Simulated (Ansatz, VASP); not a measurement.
## One calculation of Te3Pb2, two programs

```xyz
5
Lattice="3.7488 2.1644 7.6770 -3.7488 2.1644 7.6770 0.0000 -4.3288 7.6770" Properties=species:S:1:pos:R:3 pbc="T T T"
Te    0.0000   -2.1644    3.8385
Te    1.8744    1.0822    3.8385
Te   -1.8744    1.0822    3.8385
Pb    0.0000    0.0000    1.8337
Pb    0.0000    0.0000   21.1972
```

Alike in both runs: functional PBE; k mesh 3 × 3 × 3; occupations gaussian, width 0.1 eV; no spin polarisation.

Ansatz relaxed the structure, and its values are those at the end. VASP's run is a single point on that final structure, the one shown.

|  | VASP | Ansatz |
| --- | --- | --- |
| version | VASP 6.6.1 | Ansatz 0.2.0 |
| potentials or method | VASP PAW PBE potentials, release 64 (Te, Pb_d), cutoff 520 eV | scalar-relativistic, plane waves, PAW |
| valence electrons in the cell | 46 | 76 |

VASP gave:

- gap on the k mesh at the Fermi level (eV): none
- pressure (GPa): 0.1
- rms of the force components (eV/Å): 0.010

Question: Which values does Ansatz return?

Answer: gap on the k mesh at the Fermi level (eV): none; pressure (GPa): 0.1; rms of the force components (eV/Å): 0.009.

A gap of «none» marks a metal or a gap that the smearing closes. VASP's potentials hold 46 valence electrons a cell and Ansatz's 76, so a difference there can come from the potentials and not from the codes.

Neither program's run includes spin-orbit coupling.
